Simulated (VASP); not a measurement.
# Ru (Pm-3m) in VASP: settings compared

Ru is run at these levels: PBE, HSE06; tasks: single point.

Everything below comes from runs of VASP 6.6.1. Logs are shortened: lines on timing, memory, paths and dates and some standing lists are left out, and cuts for length are marked.

**1. The cell of the first run**

It takes space group Pm-3m (No. 221, cubic). The conventional cell has a = 2.511 Å, b = 2.511 Å, c = 2.511 Å, α = 90.00°, β = 90.00°, γ = 90.00°. Within 3.3 Å of Ru (site symmetry m-3m) lie 6 Ru at 2.51 Å.

**2. Single point, PBE, collinear spin, ferromagnetic start**

The input, INCAR:

```
SYSTEM = Ru
PREC = Accurate
ENCUT = 520
EDIFF = 1E-6
ISMEAR = -1
SIGMA = 0.05
LREAL = .FALSE.
LASPH = .TRUE.
NELM = 150
ALGO = Normal
ISIF = 2
LWAVE = .FALSE.
LCHARG = .FALSE.
ISPIN = 2
MAGMOM = 1
LORBIT = 11
LMAXMIX = 4
GGA = PE
NBANDS = 17
```

The input, KPOINTS:

```
Automatic mesh
0
G
  20 20 20
  0 0 0
```

The input, POSCAR:

```
Ru
1.0
    2.5109503120      0.0000000000      0.0000000000
    0.0000000000      2.5109503120      0.0000000000
    0.0000000000      0.0000000000      2.5109503120
Ru
1
Direct
    0.0000000000      0.0000000000      0.0000000000
```

Potentials or basis: VASP PAW PBE potentials, release 64 (Ru_pv).

On the command line:

```sh
$ cat potpaw_PBE.64/Ru_pv/POTCAR > POTCAR
$ mpirun -np 1 vasp_std > vasp.out
```

OUTCAR:

```text
SYSTEM = Ru
   PREC = Accurate
   ENCUT = 520
   EDIFF = 1E-6
   ISMEAR = -1
   LREAL = .FALSE.
   LASPH = .TRUE.
   NELM = 150
   ISIF = 2
   ISPIN = 2
   LORBIT = 11
   GGA = PE

 ion  position               nearest neighbor table
   1  0.000  0.000  0.000-

  LATTYP: Found a simple cubic cell.
 ALAT       =     2.5109503120

  Lattice vectors:

 A1 = (   2.5109503120,   0.0000000000,   0.0000000000)
 A2 = (   0.0000000000,   2.5109503120,   0.0000000000)
 A3 = (   0.0000000000,   0.0000000000,   2.5109503120)

Analysis of symmetry for initial positions (statically):
=====================================================================
 Subroutine PRICEL returns:
 Original cell was already a primitive cell.

 Routine SETGRP: Setting up the symmetry group for a
 simple cubic supercell.

 Subroutine GETGRP returns: Found 48 space group operations
 (whereof 48 operations were pure point group operations)
 out of a pool of 48 trial point group operations.

The static configuration has the point symmetry O_h .

Analysis of symmetry for dynamics (positions and initial velocities):
=====================================================================
 Subroutine PRICEL returns:
 Original cell was already a primitive cell.

 Routine SETGRP: Setting up the symmetry group for a
 simple cubic supercell.

 Subroutine GETGRP returns: Found 48 space group operations
 (whereof 48 operations were pure point group operations)
 out of a pool of 48 trial point group operations.

The dynamic configuration has the point symmetry O_h .

Analysis of structural, dynamic, and magnetic symmetry:
=====================================================================
 Subroutine PRICEL returns:
 Original cell was already a primitive cell.

 Routine SETGRP: Setting up the symmetry group for a
 simple cubic supercell.

 Subroutine GETGRP returns: Found 48 space group operations
 (whereof 48 operations were pure point group operations)
 out of a pool of 48 trial point group operations.

The overall configuration has the point symmetry O_h .

 Subroutine INISYM returns: Found 48 space group operations
 (whereof 48 operations are pure point group operations),
 and found     1 'primitive' translations

----------------------------------------------------------------------------------------

                                     Primitive cell

  volume of cell :      15.8312

  direct lattice vectors                    reciprocal lattice vectors
     2.510950312  0.000000000  0.000000000     0.398255591  0.000000000  0.000000000
     0.000000000  2.510950312  0.000000000     0.000000000  0.398255591  0.000000000
     0.000000000  0.000000000  2.510950312     0.000000000  0.000000000  0.398255591

  length of vectors
     2.510950312  2.510950312  2.510950312     0.398255591  0.398255591  0.398255591

  position of ions in fractional coordinates (direct lattice)
     0.000000000  0.000000000  0.000000000

  ion indices of the primitive-cell ions
   primitive index   ion index
                 1           1

----------------------------------------------------------------------------------------

 KPOINTS: Automatic mesh

Automatic generation of k-mesh.
 Grid dimensions read from file:
 generate k-points for:   20   20   20

 Generating k-lattice:

  Cartesian coordinates                     Fractional coordinates (reciprocal lattice)
     0.019912780  0.000000000  0.000000000     0.050000000  0.000000000  0.000000000
     0.000000000  0.019912780  0.000000000     0.000000000  0.050000000  0.000000000
     0.000000000  0.000000000  0.019912780     0.000000000  0.000000000  0.050000000

  Length of vectors
     0.019912780  0.019912780  0.019912780

  Shift w.r.t. Gamma in fractional coordinates (k-lattice)
     0.000000000  0.000000000  0.000000000

 Subroutine IBZKPT returns following result:
 ===========================================

 Found    286 irreducible k-points:

 Following reciprocal coordinates:
            Coordinates               Weight
  0.000000  0.000000  0.000000      1.000000
  0.050000  0.000000  0.000000      6.000000
  0.100000  0.000000  0.000000      6.000000
  0.150000  0.000000  0.000000      6.000000
  0.200000  0.000000  0.000000      6.000000
  0.250000  0.000000  0.000000      6.000000
[... 16 lines left out ...]
  0.150000  0.100000  0.000000     24.000000
  0.200000  0.100000  0.000000     24.000000
 [... further k-points ...]
   k-points           NKPTS =    286   k-points in BZ     NKDIM =    286   number of bands    NBANDS=     17
   number of dos      NEDOS =    301   number of ions     NIONS =      1
   total plane-waves  NPLWV =   8000
   dimension x,y,z NGX =    20 NGY =   20 NGZ =   20
   dimension x,y,z NGXF=    40 NGYF=   40 NGZF=   40
   ions per type =               1
   NGX,Y,Z   is equivalent  to a cutoff of  13.24, 13.24, 13.24 a.u.
   NGXF,Y,Z  is equivalent  to a cutoff of  26.48, 26.48, 26.48 a.u.
 SYSTEM =  Ru
   PREC   = accura    normal or accurate (medium, high low for compatibility)
   ISTART =      0    job   : 0-new  1-cont  2-samecut
   ICHARG =      2    charge: 1-file 2-atom 10-const
   ISPIN  =      2    spin polarized calculation?
   LNONCOLLINEAR =      F non collinear calculations
   LSORBIT =      F    spin-orbit coupling
   LASPH  =      T    aspherical Exc in radial PAW
   ENCUT  =  520.0 eV  38.22 Ry    6.18 a.u.   4.67  4.67  4.67*2*pi/ulx,y,z
   NELM   =    150;   NELMIN=  2; NELMDL= -5     # of ELM steps
   EDIFF  = 0.1E-05   stopping-criterion for ELM
   LREAL  =      F    real-space projection
[... 7 lines left out ...]
   TEBEG  =    0.0;   TEEND  =   0.0 temperature during run
   PSTRESS=    0.0 pullay stress
   NELECT =      14.0000    total number of electrons
   NUPDOWN=      -1.0000    fix difference up-down
   EMIN   =  10.00;   EMAX   =-10.00  energy-range for DOS
   EFERMI =   0.00;   METHOD = LEGACY
   ISMEAR =    -1;   SIGMA  =   0.05  broadening in eV -4-tet -1-fermi 0-gaus
   EFERMI_NEDOS =   21; number of points for ismear=-14 and -15
   IALGO  =     38    algorithm
   IMIX   =      4    mixing-type and parameters
     AMIX     =   0.40;   BMIX     =  1.00
     AMIX_MAG =   1.60;   BMIX_MAG =  1.00
  volume/ion in A,a.u.               =      15.83       106.83
  Fermi-wavevector in a.u.,A,eV,Ry     =   1.571373  2.969465 33.595700  2.469214
  Thomas-Fermi vector in A             =   2.672967
   LORBIT       =     11    0 simple, 1 ext, 2 COOP (PROOUT), +10 PAW based schemes
   GGA     = PE    functional components
   LHFCALC =     F    Hartree Fock is set to
   AEXX    =    0.0000 exact exchange contribution
   IVDW    =     0    specifies the selected vdW correction
   LEPSILON=     F    determine dielectric tensor
   LRPA    =     F    only Hartree local field effects (RPA)
 spin polarized calculation
  energy-cutoff  :      520.00
  volume of cell :       15.83
 maximum number of plane-waves:       445
 NGX is ok and might be reduce to    20
   NGX =  9   NGY =  9   NGZ =  9

 number of electron      13.9999997 magnetization      -0.0049859

 number of electron      13.9999997 magnetization       0.0007208

 Free energy of the ion-electron system (eV)
  ---------------------------------------------------
  ext. energy  EPLUGINS =         0.00000000
  ---------------------------------------------------
  free energy    TOTEN  =        -8.10588764 eV

  energy without entropy =       -8.09257522  energy(sigma->0) =       -8.09923143

 E-fermi :  10.5142     XC(G=0): -13.0226

 val. band max:       10.4969590723   @ k =   0.3500   0.3000   0.2000
 cond. band min:      10.5167885838   @ k =   0.3000   0.2000   0.1500
 fundamental gap:      0.0198295115
 Fermi energy:        10.5142377901

 spin component 1

 k-point     1 :       0.0000    0.0000    0.0000
  band No.  band energies     occupation
      1     -31.9047      1.00000
      2     -31.9047      1.00000
      3     -31.9047      1.00000
      4       3.3720      1.00000
      5       5.1793      1.00000
      6       5.1793      1.00000
[... 9 lines left out ...]
     16      34.9835      0.00000
     17      39.0800      0.00000

 k-point     2 :       0.0500    0.0000    0.0000
  band No.  band energies     occupation
      1     -31.9317      1.00000
      2     -31.9024      1.00000
      3     -31.9024      1.00000
      4       3.4493      1.00000
      5       5.1962      1.00000
      6       5.2563      1.00000
[... 9 lines left out ...]
     16      35.5482      0.00000
     17      39.1589      0.00000

 k-point     3 :       0.1000    0.0000    0.0000
  band No.  band energies     occupation
      1     -32.0096      1.00000
      2     -31.8958      1.00000
      3     -31.8958      1.00000
      4       3.6669      1.00000
      5       5.2454      1.00000
      6       5.4935      1.00000
[... 9 lines left out ...]
     16      37.0551      0.00000
     17      39.3852      0.00000

 k-point     4 :       0.1500    0.0000    0.0000
  band No.  band energies     occupation
      1     -32.1297      1.00000
      2     -31.8855      1.00000
      3     -31.8855      1.00000
      4       3.9865      1.00000
      5       5.3232      1.00000
      6       5.9040      1.00000
[... 9 lines left out ...]
     16      39.0240      0.00000
     17      39.7226      0.00000
[... 343 lines left out ...]
      1     -32.0049      1.00000
      2     -31.9957      1.00000
      3     -31.8870      1.00000
      4       3.9638      1.00000
      5       5.4429      1.00000
      6       5.6669      1.00000
[... 9 lines left out ...]
     16      37.3040      0.00000
     17      39.7013      0.00000

 k-point    23 :       0.1500    0.1000    0.0000
  band No.  band energies     occupation
      1     -32.1202      1.00000
      2     -31.9892      1.00000
      3     -31.8767      1.00000
      4       4.2795      1.00000
      5       5.5639      1.00000
      6       6.0262      1.00000
[... 9 lines left out ...]
     16      38.3691      0.00000
     17      40.0543      0.00000

 k-point    24 :       0.2000    0.1000    0.0000
  band No.  band energies     occupation
      1     -32.2688      1.00000
      2     -31.9757      1.00000
      3     -31.8638      1.00000
      4       4.6410      1.00000
      5       5.6803      1.00000
      6       6.5856      1.00000
[... 9 lines left out ...]
     16      38.9722      0.00000
     17      40.4388      0.00000

 [... further k-points ...]

 spin component 2

 k-point     1 :       0.0000    0.0000    0.0000
  band No.  band energies     occupation
      1     -31.9042      1.00000
      2     -31.9042      1.00000
      3     -31.9042      1.00000
      4       3.3722      1.00000
      5       5.1798      1.00000
      6       5.1798      1.00000
[... 9 lines left out ...]
     16      34.9834      0.00000
     17      39.0804      0.00000

 k-point     2 :       0.0500    0.0000    0.0000
  band No.  band energies     occupation
      1     -31.9312      1.00000
      2     -31.9019      1.00000
      3     -31.9019      1.00000
      4       3.4495      1.00000
      5       5.1967      1.00000
      6       5.2568      1.00000
[... 9 lines left out ...]
     16      35.5483      0.00000
     17      39.1593      0.00000

 k-point     3 :       0.1000    0.0000    0.0000
  band No.  band energies     occupation
      1     -32.0091      1.00000
      2     -31.8953      1.00000
      3     -31.8953      1.00000
      4       3.6671      1.00000
      5       5.2459      1.00000
      6       5.4940      1.00000
[... 9 lines left out ...]
     16      37.0552      0.00000
     17      39.3855      0.00000

 k-point     4 :       0.1500    0.0000    0.0000
  band No.  band energies     occupation
      1     -32.1292      1.00000
      2     -31.8850      1.00000
      3     -31.8850      1.00000
      4       3.9867      1.00000
      5       5.3238      1.00000
      6       5.9045      1.00000
[... 9 lines left out ...]
     16      39.0242      0.00000
     17      39.7230      0.00000
[... 343 lines left out ...]
      1     -32.0044      1.00000
      2     -31.9952      1.00000
      3     -31.8865      1.00000
      4       3.9640      1.00000
      5       5.4434      1.00000
      6       5.6674      1.00000
[... 9 lines left out ...]
     16      37.3043      0.00000
     17      39.7017      0.00000

 k-point    23 :       0.1500    0.1000    0.0000
  band No.  band energies     occupation
      1     -32.1197      1.00000
      2     -31.9887      1.00000
      3     -31.8762      1.00000
      4       4.2797      1.00000
      5       5.5644      1.00000
      6       6.0267      1.00000
[... 9 lines left out ...]
     16      38.3694      0.00000
     17      40.0547      0.00000

 k-point    24 :       0.2000    0.1000    0.0000
  band No.  band energies     occupation
      1     -32.2683      1.00000
      2     -31.9752      1.00000
      3     -31.8633      1.00000
      4       4.6413      1.00000
      5       5.6808      1.00000
      6       6.5860      1.00000
[... 9 lines left out ...]
     16      38.9725      0.00000
     17      40.4391      0.00000

 [... further k-points ...]

------------------------ aborting loop because EDIFF is reached ----------------------------------------

  FORCE on cell =-STRESS in cart. coord.  units (eV):
  Direction    XX          YY          ZZ          XY          YZ          ZX
  --------------------------------------------------------------------------------------
  -------------------------------------------------------------------------------------
  Total        0.0088275      0.0088275      0.0088275      0.0000000      0.0000000     -0.0000000
  in kB        0.8933734      0.8933734      0.8933734      0.0000000      0.0000000     -0.0000000
  external PRESSURE =       0.8933734 kB  Pullay stress =       0.0000000 kB

 VOLUME and BASIS-vectors are now :
 -----------------------------------------------------------------------------
  energy-cutoff  :      520.00
  volume of cell :       15.83
      direct lattice vectors                 reciprocal lattice vectors
     2.510950312  0.000000000  0.000000000     0.398255591  0.000000000  0.000000000
     0.000000000  2.510950312  0.000000000     0.000000000  0.398255591  0.000000000
     0.000000000  0.000000000  2.510950312     0.000000000  0.000000000  0.398255591

 POSITION                                       TOTAL-FORCE (eV/Angst)
 -----------------------------------------------------------------------------------
      0.00000      0.00000      0.00000         0.000000      0.000000      0.000000
 -----------------------------------------------------------------------------------
    total drift:                               -0.000000      0.000000      0.000000

  FREE ENERGIE OF THE ION-ELECTRON SYSTEM (eV)
  ---------------------------------------------------
  free  energy   TOTEN  =        -8.1058876353 eV

  energy  without entropy=       -8.0925752165  energy(sigma->0) =       -8.09923143

 total charge

# of ion       s       p       d       tot
------------------------------------------
    1        0.395   6.203   6.076  12.674

 magnetization (x)

# of ion       s       p       d       tot
------------------------------------------
    1        0.000   0.000   0.000   0.000
```

Wall time 41 s (1 thread of Intel Xeon 6975P-C (Granite Rapids), shared host); peak memory 0.22 GiB.

What came out:

| Property | Result |
| --- | --- |
| Free energy | -8.1059 eV |
| Pressure | 0.1 GPa |
| Band gap on the k mesh | zero (filled and empty bands overlap) |
| Net moment | 0.00 μB per cell |
| Valence electrons inside the program's atomic spheres | Ru 12.67 |

(Continued in part 2 of 2.)
